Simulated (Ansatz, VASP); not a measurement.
**Two plane-wave programs on Pd**

The input INCAR:

```
PREC = Accurate
ENCUT = 520
EDIFF = 1E-7
ISMEAR = -1
SIGMA = 0.05
LREAL = F
LASPH = T
NELM = 150
ALGO = Normal
ISIF = 2
LWAVE = F
LCHARG = F
ISPIN = 2
MAGMOM = 0.387 0.387 0.395 0.395
LORBIT = 11
LMAXMIX = 4
GGA = RP
NBANDS = 32
```

Contents of KPOINTS:

```
Automatic mesh
0
Gamma
  14 14 4
```

File POSCAR:

```
Pd
1.0
    2.8055080290      0.0000000000      0.0000000000
   -1.4027540145      2.4296412237      0.0000000000
    0.0000000000      0.0000000000      9.2794673455
Pd
4
Direct
    1.0000000000      1.0000000000      0.0000000000
    1.0000000000      1.0000000000      0.5000000000
    0.3333333333      0.6666666667      0.2500000000
    0.6666666667      0.3333333333      0.7500000000
```

Input for Ansatz:

```yaml
crystal:
  lattice:
    - [2.805508029, 0.0, 0.0]
    - [-1.4027540145, 2.4296412237, 0.0]
    - [0.0, 0.0, 9.2794673455]
  atoms:
    - { symbol: Pd, position: [1.0, 1.0, 0.0], spin: 0.387 }
    - { symbol: Pd, position: [1.0, 1.0, 0.5], spin: 0.387 }
    - { symbol: Pd, position: [0.3333333333, 0.6666666667, 0.25], spin: 0.395 }
    - { symbol: Pd, position: [0.6666666667, 0.3333333333, 0.75], spin: 0.395 }
hamiltonian:
  xc: rpbe
  pseudopotentials:
    kind: paw
    azcp:
      Pd: "pseudopotentials/Pd.paw.azcp"
basis:
  ecutwfc: 420
  fft_grid_basis: typed
kpoints:
  mp_grid: { grid: [14, 14, 4], shift: [0, 0, 0] }
magnetization:
  spin_polarized: true
scf:
  occupations: { method: fermi_dirac, width: 0.05 }
  lower_state_search: "off"
output:
  stress: true
```

Alike in both runs: task single point; functional RPBE; k mesh 14 × 14 × 4; occupations fermi-dirac, width 0.05 eV; collinear spin.

|  | VASP | Ansatz |
| --- | --- | --- |
| version | VASP 6.6.1 | Ansatz 0.2.0 |
| potentials or method | VASP PAW PBE potentials, release 64 (Pd), cutoff 520 eV | plane waves (420 eV) with PAW, scalar-relativistic |
| valence electrons in the cell | 40 | 72 |

```csv
,VASP,Ansatz,Ansatz less VASP
pressure (GPa),0.0,0.3,+0.22
"traceless stress, the component that is largest in VASP (GPa)",-0.63,-0.61,+0.013
net moment per atom (μB),0.39,0.39,0.000
size of the moment on the site where the two differ most (μB),0.38,0.39,+0.009
```

VASP's potentials were made for PBE, not for RPBE. Site moments also hang on the region over which each program counts them. The functional is the same, so the differences come from potentials, cutoffs and numerics. VASP's potentials hold 40 valence electrons a cell and Ansatz's 72, so a difference there can come from the potentials and not from the codes.
